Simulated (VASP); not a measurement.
The system is LiAlF4.

```
CELL_PARAMETERS angstrom
3.18536 0.00000 0.00000
0.00000 3.18536 0.00000
0.00000 0.00000 5.49041
ATOMIC_POSITIONS crystal
Li 0.50000 0.50000 0.50000
Al 0.00000 0.00000 0.00000
F 0.50000 0.00000 0.00000
F 0.00000 0.50000 0.00000
F 0.00000 0.00000 0.27700
F 0.00000 0.00000 0.72300
```

```yaml
Program: VASP 6.6.1
Task: relaxation of cell and atoms
Functional: PBE
Potentials_or_basis: VASP PAW PBE potentials, release 64 (Li_sv, Al, F)
Cutoff: 750 eV
k_mesh: 6 × 6 × 4
Occupations: gaussian, width 0.1 eV
Spin: no spin polarisation
```

At the start: pressure 76.9 GPa; volume 9.28 Å³/atom.

Problem. Where does the relaxation end?

Solution. Over 12 steps the energy falls by 815.0 meV/atom and the volume is 13.14 Å³/atom (+41.5 %); space group P4/mmm (No. 123, to 0.1 Å) before and after.

Step by step:
| step | energy change (eV) | largest force (eV/Å) | pressure (GPa) | volume (Å³) |
| --- | --- | --- | --- | --- |
| 1 | 0.0000 | 11.1006 | 76.93 | 55.71 |
| 2 | 0.2204 | 7.8478 | -7.34 | 99.74 |
| 3 | -4.0462 | 3.3764 | 6.09 | 71.00 |
| 4 | -4.0980 | 3.0551 | 8.01 | 69.86 |
| 5 | -4.1317 | 2.4974 | 11.46 | 68.09 |
| 6 | -4.7950 | 1.2425 | -0.40 | 76.96 |
| 7 | -4.8342 | 0.9015 | -3.06 | 80.68 |
| 8 | -4.8346 | 0.9423 | -2.76 | 80.20 |
| 9 | -4.8815 | 0.1984 | 1.02 | 78.16 |
| 10 | -4.8851 | 0.0597 | 0.18 | 78.57 |
| 11 | -4.8881 | 0.0503 | 0.16 | 78.66 |
| 12 | -4.8899 | 0.0355 | 0.16 | 78.82 |

Final structure:
```
Li Al F
1.0
     3.58729    0.00000    0.00000
     0.00000    3.58729    0.00000
     0.00000    0.00000    6.12484
Li Al F
1 1 4
Direct
  0.50000 0.50000 0.50000
  0.00000 0.00000 0.00000
  0.50000 0.00000 0.00000
  0.00000 0.50000 0.00000
  0.00000 0.00000 0.29539
  0.00000 0.00000 0.70461
```

Caveat: the volume moved by over 15 % at a fixed basis, so the end points are rough; the relaxation stopped at a loose force limit of 0.05 eV/Å, so its end isn't a converged minimum.
